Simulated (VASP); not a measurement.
# MgS (Niningerite) (Fm-3m) in VASP: further runs

Runs on MgS (Niningerite). Level: PBEsol. Tasks: single point, relaxation of cell and atoms.

Program: VASP 6.6.1. These are calculated values, not measurements. Logs are shortened: lines on timing, memory, paths and dates and some standing lists are left out, and cuts for length are marked.

## (1) The cell of the first run

It takes space group Fm-3m (No. 225, cubic). Conventional cell: a = 5.182 Å, b = 5.182 Å, c = 5.182 Å, α = 90.00°, β = 90.00°, γ = 90.00°. Within 3.4 Å of Mg (site symmetry m-3m) lie 6 S at 2.59 Å. S (site symmetry m-3m) has 6 Mg at 2.59 Å within 3.4 Å.

## (2) Single point, PBEsol

INCAR

```
  PREC = Accurate
  ENCUT = 600
  EDIFF = 1E-6
  ISMEAR = 0
  SIGMA = 0.02
  LREAL = F
  LASPH = T
  NELM = 120
  ALGO = Normal
  ISIF = 2
  LWAVE = F
  LCHARG = F
  GGA = PS
  NBANDS = 11
  GGA_COMPAT = F
```

KPOINTS

```
regular mesh
0
Gamma
  8 8 8
```

POSCAR

```
MgS
1.0
    0.0000000000      2.5908813058      2.5908813058
    2.5908813058      0.0000000000      2.5908813058
    2.5908813058      2.5908813058      0.0000000000
Mg S
1 1
Direct
    0.0000000000      0.0000000000      0.0000000000
    0.5000000000      0.5000000000      0.5000000000
```

Potentials or basis: VASP PAW PBE potentials, release 64 (Mg, S).

On the command line:

```console
> cat potpaw_PBE.64/Mg/POTCAR potpaw_PBE.64/S/POTCAR > POTCAR
> mpirun -np 1 vasp_std > vasp.out
```

OUTCAR:

```text
PREC = Accurate
   ENCUT = 600
   EDIFF = 1E-6
   ISMEAR = 0
   LREAL = F
   LASPH = T
   NELM = 120
   ISIF = 2
   GGA = PS

 ion  position               nearest neighbor table
   1  0.000  0.000  0.000-   2 2.59   2 2.59   2 2.59   2 2.59   2 2.59   2 2.59
   2  0.500  0.500  0.500-   1 2.59   1 2.59   1 2.59   1 2.59   1 2.59   1 2.59

  LATTYP: Found a face centered cubic cell.
 ALAT       =     5.1817626116

  Lattice vectors:

 A1 = (   0.0000000000,   2.5908813058,   2.5908813058)
 A2 = (   2.5908813058,   0.0000000000,   2.5908813058)
 A3 = (   2.5908813058,   2.5908813058,   0.0000000000)

Analysis of symmetry for initial positions (statically):
=====================================================================
 Subroutine PRICEL returns:
 Original cell was already a primitive cell.

 Routine SETGRP: Setting up the symmetry group for a
 face centered cubic supercell.

 Subroutine GETGRP returns: Found 48 space group operations
 (whereof 48 operations were pure point group operations)
 out of a pool of 48 trial point group operations.

The static configuration has the point symmetry O_h .

Analysis of symmetry for dynamics (positions and initial velocities):
=====================================================================
 Subroutine PRICEL returns:
 Original cell was already a primitive cell.

 Routine SETGRP: Setting up the symmetry group for a
 face centered cubic supercell.

 Subroutine GETGRP returns: Found 48 space group operations
 (whereof 48 operations were pure point group operations)
 out of a pool of 48 trial point group operations.

The dynamic configuration has the point symmetry O_h .

 Subroutine INISYM returns: Found 48 space group operations
 (whereof 48 operations are pure point group operations),
 and found     1 'primitive' translations

----------------------------------------------------------------------------------------

                                     Primitive cell

  volume of cell :      34.7834

  direct lattice vectors                    reciprocal lattice vectors
     0.000000000  2.590881306  2.590881306    -0.192984526  0.192984526  0.192984526
     2.590881306  0.000000000  2.590881306     0.192984526 -0.192984526  0.192984526
     2.590881306  2.590881306  0.000000000     0.192984526  0.192984526 -0.192984526

  length of vectors
     3.664059481  3.664059481  3.664059481     0.334259004  0.334259004  0.334259004

  position of ions in fractional coordinates (direct lattice)
     0.000000000  0.000000000  0.000000000
     0.500000000  0.500000000  0.500000000
[... 81 lines left out ...]
   IBRION =     -1    ionic relax: 0-MD 1-quasi-New 2-CG
   NFREE  =      0    steps in history (QN), initial steepest desc. (CG)
   ISIF   =      2    stress and relaxation
   ISYM   =      2    0-nonsym 1-usesym 2-fastsym
   POTIM  = 0.5000    time-step for ionic-motion
   TEBEG  =    0.0;   TEEND  =   0.0 temperature during run
   PSTRESS=    0.0 pullay stress
   NELECT =       8.0000    total number of electrons
   NUPDOWN=      -1.0000    fix difference up-down
   EMIN   =  10.00;   EMAX   =-10.00  energy-range for DOS
   EFERMI =   0.00;   METHOD = LEGACY
   ISMEAR =     0;   SIGMA  =   0.02  broadening in eV -4-tet -1-fermi 0-gaus
   EFERMI_NEDOS =   21; number of points for ismear=-14 and -15
   IALGO  =     38    algorithm
   IMIX   =      4    mixing-type and parameters
     AMIX     =   0.40;   BMIX     =  1.00
     AMIX_MAG =   1.60;   BMIX_MAG =  1.00
  volume/ion in A,a.u.               =      17.39       117.37
  Fermi-wavevector in a.u.,A,eV,Ry     =   1.003030  1.895452 13.688406  1.006069
  Thomas-Fermi vector in A             =   2.135556
   LORBIT       =      0    0 simple, 1 ext, 2 COOP (PROOUT), +10 PAW based schemes
   GGA     = PS    functional components
   LHFCALC =     F    Hartree Fock is set to
   AEXX    =    0.0000 exact exchange contribution
   IVDW    =     0    specifies the selected vdW correction
   LEPSILON=     F    determine dielectric tensor
   LRPA    =     F    only Hartree local field effects (RPA)
 non-spin polarized calculation
 Gauss-broadening in eV      SIGMA  =   0.02
  energy-cutoff  :      600.00
  volume of cell :       34.78
 maximum number of plane-waves:      1211
 NGX is ok and might be reduce to    30
   NGX = 15   NGY = 15   NGZ = 15

 number of electron       8.0000000 magnetization

 Free energy of the ion-electron system (eV)
  ---------------------------------------------------
  ext. energy  EPLUGINS =         0.00000000
  ---------------------------------------------------
  free energy    TOTEN  =        -9.07550802 eV

  energy without entropy =       -9.07550802  energy(sigma->0) =       -9.07550802

 E-fermi :   3.9558     XC(G=0):  -9.8882

 val. band max:        3.7872842556   @ k =   0.0000   0.0000   0.0000
 cond. band min:       6.5169254279   @ k =   0.5000   0.5000   0.0000
 fundamental gap:      2.7296411724
 Fermi energy:         3.9558336307

 k-point     1 :       0.0000    0.0000    0.0000
  band No.  band energies     occupation
      1      -8.9678      2.00000
      2       3.7873      2.00000
      3       3.7873      2.00000
      4       3.7873      2.00000
      5       7.4781      0.00000
      6      11.6329      0.00000
      7      11.6329      0.00000
      8      11.6329      0.00000
      9      14.1118      0.00000
     10      14.1118      0.00000
     11      16.1127      0.00000
[... 309 lines left out ...]
 k-point    24 :      -0.3750    0.2500    0.1250
  band No.  band energies     occupation
      1      -7.4051      2.00000
      2      -0.6401      2.00000
      3       1.5720      2.00000
      4       2.5948      2.00000
      5       9.3196      0.00000
      6       9.8022      0.00000
      7      12.1727      0.00000
      8      13.1782      0.00000
      9      16.0029      0.00000
     10      17.1074      0.00000
     11      19.2811      0.00000

 [... further k-points ...]
[... 5 lines left out ...]
  --------------------------------------------------------------------------------------
  -------------------------------------------------------------------------------------
  Total       -0.0391361     -0.0391361     -0.0391361      0.0000000      0.0000000     -0.0000000
  in kB       -1.8026692     -1.8026692     -1.8026692      0.0000000      0.0000000     -0.0000000
  external PRESSURE =      -1.8026692 kB  Pullay stress =       0.0000000 kB

 VOLUME and BASIS-vectors are now :
 -----------------------------------------------------------------------------
  energy-cutoff  :      600.00
  volume of cell :       34.78
      direct lattice vectors                 reciprocal lattice vectors
     0.000000000  2.590881306  2.590881306    -0.192984526  0.192984526  0.192984526
     2.590881306  0.000000000  2.590881306     0.192984526 -0.192984526  0.192984526
     2.590881306  2.590881306  0.000000000     0.192984526  0.192984526 -0.192984526

 POSITION                                       TOTAL-FORCE (eV/Angst)
 -----------------------------------------------------------------------------------
      0.00000      0.00000      0.00000        -0.000000     -0.000000      0.000000
      2.59088      2.59088      2.59088         0.000000      0.000000     -0.000000
 -----------------------------------------------------------------------------------
    total drift:                               -0.000000     -0.000000      0.000000

  FREE ENERGIE OF THE ION-ELECTRON SYSTEM (eV)
  ---------------------------------------------------
  free  energy   TOTEN  =        -9.0755080244 eV

  energy  without entropy=       -9.0755080244  energy(sigma->0) =       -9.07550802
```

Wall time 12 s (1 thread of Intel Xeon Platinum 8375C at 2.90GHz (Ice Lake), shared host); peak memory 0.17 GiB.

What came out:

```
Free energy            : -9.0755 eV
Pressure               : -0.2 GPa
Band gap on the k mesh : 2.73 eV, indirect (least direct gap 3.69 eV)
```

Caveat: the PAW data sets were made with another functional, which shifts forces and pressure a little. A k mesh can miss the band edges.

## (3) Relaxation of cell and atoms, PBEsol

This run uses another cell than the first one, of 17.88 Å³/atom, 1.028 times its volume.

INCAR

```
SYSTEM = MgS
PREC     = Accurate       ! precision mode
ENCUT    = 600            ! plane-wave cutoff, eV
EDIFF    = 1E-7           ! SCF threshold, eV
ISMEAR   = 0              ! smearing method
SIGMA    = 0.02           ! smearing width, eV
LREAL    = .FALSE.        ! projectors in reciprocal space
LASPH    = .TRUE.         ! aspherical terms in the spheres
NELM     = 120            ! most SCF steps
ALGO     = Normal         ! electronic algorithm
ISIF     = 3              ! what is computed and relaxed
LWAVE    = .FALSE.        ! write WAVECAR
LCHARG   = .FALSE.        ! write CHGCAR
GGA      = PS             ! functional
IBRION   = 2              ! ionic algorithm
NSW      = 70             ! ionic steps
EDIFFG   = -0.005         ! ionic threshold
GGA_COMPAT= .FALSE.      
NELMIN   = 4
```

KPOINTS

```
regular mesh
0
G
  8 8 8
  0 0 0
```

POSCAR

```
MgS
1.0
    0.0000000000      2.6148576572      2.6148576572
    2.6148576572      0.0000000000      2.6148576572
    2.6148576572      2.6148576572      0.0000000000
Mg S
1 1
Direct
    0.0000000000      0.0000000000      0.0000000000
    0.5000000000      0.5000000000      0.5000000000
```

Potentials or basis: VASP PAW PBE potentials, release 64 (Mg, S).

On the command line:

```console
> cat potpaw_PBE.64/Mg/POTCAR potpaw_PBE.64/S/POTCAR > POTCAR
> mpirun -np 1 vasp_std > vasp.out
```

OUTCAR:

```text
SYSTEM = MgS
   PREC = Accurate
   ENCUT = 600
   EDIFF = 1E-7
   ISMEAR = 0
   LREAL = .FALSE.
   LASPH = .TRUE.
   NELM = 120
   ISIF = 3
   GGA = PS
   IBRION = 2
   NSW = 70
   EDIFFG = -0.005
   NELMIN = 4

 ion  position               nearest neighbor table
   1  0.000  0.000  0.000-   2 2.61   2 2.61   2 2.61   2 2.61   2 2.61   2 2.61
   2  0.500  0.500  0.500-   1 2.61   1 2.61   1 2.61   1 2.61   1 2.61   1 2.61

  LATTYP: Found a face centered cubic cell.
 ALAT       =     5.2297153144

  Lattice vectors:

 A1 = (   0.0000000000,   2.6148576572,   2.6148576572)
 A2 = (   2.6148576572,   0.0000000000,   2.6148576572)
 A3 = (   2.6148576572,   2.6148576572,   0.0000000000)

Analysis of symmetry for initial positions (statically):
=====================================================================
 Subroutine PRICEL returns:
 Original cell was already a primitive cell.

 Routine SETGRP: Setting up the symmetry group for a
 face centered cubic supercell.

 Subroutine GETGRP returns: Found 48 space group operations
 (whereof 48 operations were pure point group operations)
 out of a pool of 48 trial point group operations.

The static configuration has the point symmetry O_h .

Analysis of symmetry for dynamics (positions and initial velocities):
=====================================================================
 Subroutine PRICEL returns:
 Original cell was already a primitive cell.

 Routine SETGRP: Setting up the symmetry group for a
 face centered cubic supercell.

 Subroutine GETGRP returns: Found 48 space group operations
 (whereof 48 operations were pure point group operations)
 out of a pool of 48 trial point group operations.

The dynamic configuration has the point symmetry O_h .

 Subroutine INISYM returns: Found 48 space group operations
 (whereof 48 operations are pure point group operations),
 and found     1 'primitive' translations

----------------------------------------------------------------------------------------

                                     Primitive cell

  volume of cell :      35.7581

  direct lattice vectors                    reciprocal lattice vectors
     0.000000000  2.614857657  2.614857657    -0.191214997  0.191214997  0.191214997
     2.614857657  0.000000000  2.614857657     0.191214997 -0.191214997  0.191214997
     2.614857657  2.614857657  0.000000000     0.191214997  0.191214997 -0.191214997

  length of vectors
     3.697967162  3.697967162  3.697967162     0.331194091  0.331194091  0.331194091

  position of ions in fractional coordinates (direct lattice)
     0.000000000  0.000000000  0.000000000
     0.500000000  0.500000000  0.500000000

  ion indices of the primitive-cell ions
   primitive index   ion index
                 1           1
                 2           2

----------------------------------------------------------------------------------------

 KPOINTS: regular mesh

[... 27 lines left out ...]
  0.375000  0.000000  0.000000      8.000000
  0.500000  0.000000  0.000000      4.000000
  0.125000  0.125000  0.000000      6.000000
[... 16 lines left out ...]
  0.500000  0.250000  0.125000     48.000000
 -0.375000  0.250000  0.125000     24.000000
 [... further k-points ...]
   k-points           NKPTS =     29   k-points in BZ     NKDIM =     29   number of bands    NBANDS=      8
   number of dos      NEDOS =    301   number of ions     NIONS =      2
   total plane-waves  NPLWV =  27000
   dimension x,y,z NGX =    30 NGY =   30 NGZ =   30
   dimension x,y,z NGXF=    60 NGYF=   60 NGZF=   60
   ions per type =               1   1
   NGX,Y,Z   is equivalent  to a cutoff of  13.49, 13.49, 13.49 a.u.
   NGXF,Y,Z  is equivalent  to a cutoff of  26.97, 26.97, 26.97 a.u.
 SYSTEM =  MgS
   PREC   = accura    normal or accurate (medium, high low for compatibility)
   ISTART =      0    job   : 0-new  1-cont  2-samecut
   ICHARG =      2    charge: 1-file 2-atom 10-const
   ISPIN  =      1    spin polarized calculation?
   LNONCOLLINEAR =      F non collinear calculations
   LSORBIT =      F    spin-orbit coupling
   LASPH  =      T    aspherical Exc in radial PAW
   ENCUT  =  600.0 eV  44.10 Ry    6.64 a.u.   7.39  7.39  7.39*2*pi/ulx,y,z
   NELM   =    120;   NELMIN=  4; NELMDL= -5     # of ELM steps
   EDIFF  = 0.1E-06   stopping-criterion for ELM
   LREAL  =      F    real-space projection
   EDIFFG = -.5E-02   stopping-criterion for IOM
   NSW    =     70    number of steps for IOM
   IBRION =      2    ionic relax: 0-MD 1-quasi-New 2-CG
   NFREE  =      1    steps in history (QN), initial steepest desc. (CG)
   ISIF   =      3    stress and relaxation
   ISYM   =      2    0-nonsym 1-usesym 2-fastsym
   POTIM  = 0.5000    time-step for ionic-motion
   TEBEG  =    0.0;   TEEND  =   0.0 temperature during run
   PSTRESS=    0.0 pullay stress
   NELECT =       8.0000    total number of electrons
   NUPDOWN=      -1.0000    fix difference up-down
   EMIN   =  10.00;   EMAX   =-10.00  energy-range for DOS
   EFERMI =   0.00;   METHOD = LEGACY
   ISMEAR =     0;   SIGMA  =   0.02  broadening in eV -4-tet -1-fermi 0-gaus
   EFERMI_NEDOS =   21; number of points for ismear=-14 and -15
   IALGO  =     38    algorithm
   IMIX   =      4    mixing-type and parameters
     AMIX     =   0.40;   BMIX     =  1.00
     AMIX_MAG =   1.60;   BMIX_MAG =  1.00
  volume/ion in A,a.u.               =      17.88       120.65
  Fermi-wavevector in a.u.,A,eV,Ry     =   0.993833  1.878072 13.438531  0.987704
  Thomas-Fermi vector in A             =   2.125742
   LORBIT       =      0    0 simple, 1 ext, 2 COOP (PROOUT), +10 PAW based schemes
   GGA     = PS    functional components
   LHFCALC =     F    Hartree Fock is set to
   AEXX    =    0.0000 exact exchange contribution
   IVDW    =     0    specifies the selected vdW correction
   LEPSILON=     F    determine dielectric tensor
   LRPA    =     F    only Hartree local field effects (RPA)
 conjugate gradient relaxation of ions
 non-spin polarized calculation
 Gauss-broadening in eV      SIGMA  =   0.02
  energy-cutoff  :      600.00
  volume of cell :       35.76
 maximum number of plane-waves:      1243
 NGX is ok and might be reduce to    30
   NGX = 15   NGY = 15   NGZ = 15

--------------------------------------- Ionic step        1  -------------------------------------------

 number of electron       7.9999999 magnetization

 Free energy of the ion-electron system (eV)
  ---------------------------------------------------
  ext. energy  EPLUGINS =         0.00000000
  ---------------------------------------------------
  free energy    TOTEN  =        -9.06821310 eV

  energy without entropy =       -9.06821310  energy(sigma->0) =       -9.06821310

------------------------ aborting loop because EDIFF is reached ----------------------------------------

  FORCE on cell =-STRESS in cart. coord.  units (eV):
  Direction    XX          YY          ZZ          XY          YZ          ZX
  --------------------------------------------------------------------------------------
  -------------------------------------------------------------------------------------
  Total       -0.4921255     -0.4921255     -0.4921255      0.0000000      0.0000000     -0.0000000
  in kB      -22.0501863    -22.0501863    -22.0501863      0.0000000      0.0000000     -0.0000000
  external PRESSURE =     -22.0501863 kB  Pullay stress =       0.0000000 kB
[... 59 lines left out ...]
--------------------------------------- Ionic step        3  -------------------------------------------

 number of electron       8.0000000 magnetization

 Free energy of the ion-electron system (eV)
  ---------------------------------------------------
  ext. energy  EPLUGINS =         0.00000000
  ---------------------------------------------------
  free energy    TOTEN  =        -9.07559537 eV

  energy without entropy =       -9.07559537  energy(sigma->0) =       -9.07559537

 E-fermi :   3.9586     XC(G=0):  -9.8967

 val. band max:        3.8056009552   @ k =   0.0000   0.0000   0.0000
 cond. band min:       6.5397513145   @ k =   0.5000   0.5000   0.0000
 fundamental gap:      2.7341503593
 Fermi energy:         3.9586476721

 k-point     1 :       0.0000    0.0000    0.0000
  band No.  band energies     occupation
      1      -8.9614      2.00000
      2       3.8056      2.00000
      3       3.8056      2.00000
      4       3.8056      2.00000
      5       7.5130      0.00000
      6      11.6502      0.00000
      7      11.6502      0.00000
      8      11.6502      0.00000
[... 243 lines left out ...]
 k-point    24 :      -0.3750    0.2500    0.1250
  band No.  band energies     occupation
      1      -7.3926      2.00000
      2      -0.6319      2.00000
      3       1.5842      2.00000
      4       2.6094      2.00000
      5       9.3430      0.00000
      6       9.8252      0.00000
      7      12.1978      0.00000
      8      13.2069      0.00000

 [... further k-points ...]
[... 5 lines left out ...]
  --------------------------------------------------------------------------------------
  -------------------------------------------------------------------------------------
  Total        0.0005440      0.0005440      0.0005440      0.0000000     -0.0000000     -0.0000000
  in kB        0.0251108      0.0251108      0.0251108      0.0000000     -0.0000000     -0.0000000
  external PRESSURE =       0.0251108 kB  Pullay stress =       0.0000000 kB
[... 17 lines left out ...]
  FREE ENERGIE OF THE ION-ELECTRON SYSTEM (eV)
  ---------------------------------------------------
  free  energy   TOTEN  =        -9.0755953711 eV

  energy  without entropy=       -9.0755953711  energy(sigma->0) =       -9.07559537

 reached required accuracy - stopping structural energy minimisation
```

Run time: 27 s. Hardware: 1 thread of Intel Xeon Platinum 8375C at 2.90GHz (Ice Lake), shared host; peak memory 0.18 GiB.

What came out:

| Item | Value |
| --- | --- |
| Free energy | -9.0756 eV |
| Relaxed volume | 17.36 Å³/atom |
| Relaxed cell | a = 3.662 Å, b = 3.662 Å, c = 3.662 Å, α = 60.00°, β = 60.00°, γ = 60.00° |
| Space group after relaxing (to 0.05 Å) | Fm-3m (No. 225) |
| Energy gained by relaxing | 3.7 meV/atom |
| Ionic steps | 3 |
| Pressure after relaxing | 0.0 GPa |
| Band gap on the k mesh | 2.73 eV, indirect (least direct gap 3.71 eV) |

Step by step:
```tsv
step	energy change (eV)	largest force (eV/Å)	pressure (GPa)	volume (Å³)
1	0.0000	0.0000	-2.21	35.76
2	-0.0071	0.0000	0.50	34.50
3	-0.0074	0.0000	0.00	34.71
```

Final structure:
```
Mg S
1.0
     0.00000    2.58911    2.58911
     2.58911    0.00000    2.58911
     2.58911    2.58911    0.00000
Mg S
1 1
Direct
  0.00000 0.00000 0.00000
  0.50000 0.50000 0.50000
```

Caveat: the PAW data sets were made with another functional, which shifts forces and pressure a little.
